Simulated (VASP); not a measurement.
Input of a VASP 6.6.1 run:

File INCAR:

```
SYSTEM = SiNi3
  PREC = Accurate
  ENCUT = 520
  EDIFF = 1E-6
  ISMEAR = -1
  SIGMA = 0.05
  LREAL = .False.
  LASPH = .True.
  NELM = 150
  ALGO = Normal
  ISIF = 2
  LWAVE = .False.
  LCHARG = .False.
  ISPIN = 2
  MAGMOM = 0 0.8 0.8 0.8
  LORBIT = 11
  NUPDOWN = 2.4
  LMAXMIX = 4
  GGA = PE
  NBANDS = 29
```

File KPOINTS:

```
regular mesh
0
Gamma
  7 7 7
  0 0 0
```

File POSCAR:

```
SiNi3
1.0
    3.5420000000      0.0000000000      0.0000000000
    0.0000000000      3.5420000000      0.0000000000
    0.0000000000      0.0000000000      3.5420000000
Si Ni
1 3
Direct
    0.0000000000      0.0000000000      0.0000000000
    0.0000000000      0.5000000000      0.5000000000
    0.5000000000      0.0000000000      0.5000000000
    0.5000000000      0.5000000000      0.0000000000
```

Potentials or basis: VASP PAW PBE potentials, release 64 (Si, Ni).

Run with:

```sh
$ cat potpaw_PBE.64/Si/POTCAR potpaw_PBE.64/Ni/POTCAR > POTCAR
$ mpirun -np 1 vasp_std > vasp.out
```

**Question.** Predict the pressure.

**Answer.** -0.7 GPa.

Caveat: the total moment is fixed, so each spin has its own Fermi level.
